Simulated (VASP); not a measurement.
A run of VASP 6.6.1 is set up as follows.

File INCAR:

```
SYSTEM = BN
  PREC = Accurate
  ENCUT = 520
  EDIFF = 1E-6
  ISMEAR = 0
  SIGMA = 0.02
  LREAL = .False.
  LASPH = .True.
  NELM = 80
  ALGO = Normal
  ISIF = 2
  LWAVE = .False.
  LCHARG = .False.
  GGA = PE
  NBANDS = 11
```

The input KPOINTS:

```
Automatic mesh
0
Gamma
  12 12 12
  0 0 0
```

The input POSCAR:

```
BN
1.0
    0.0000000000      1.9301208646      1.9301208646
    1.8576008246      0.0725200400      1.8576008246
    1.9301208646      1.9301208646      0.0000000000
B N
1 1
Direct
    0.0159225028     -0.0477675083      0.0159225028
    0.7340774972      0.7977675083      0.7340774972
```

Potentials or basis: VASP PAW PBE potentials, release 64 (B, N).

Command:

```sh
$ cat potpaw_PBE.64/B/POTCAR potpaw_PBE.64/N/POTCAR > POTCAR
$ mpirun -np 1 vasp_std > vasp.out
```

What does it give for the largest force?

2.768 eV/Å.

Predict the pressure.

-36.1 GPa.

What does it give for the band gap on the k mesh?

2.32 eV, indirect (least direct gap 5.88 eV).

Forces in eV/Å, atoms in the order of the input:
```
B    1.598 -1.598  1.598
N   -1.598  1.598 -1.598
```

Caveat: the cell differs from its parent crystal (strained and its atoms moved); forces of over 1 eV/Å act on the atoms, so gaps and moduli don't describe the material at rest. A k mesh can miss the band edges.
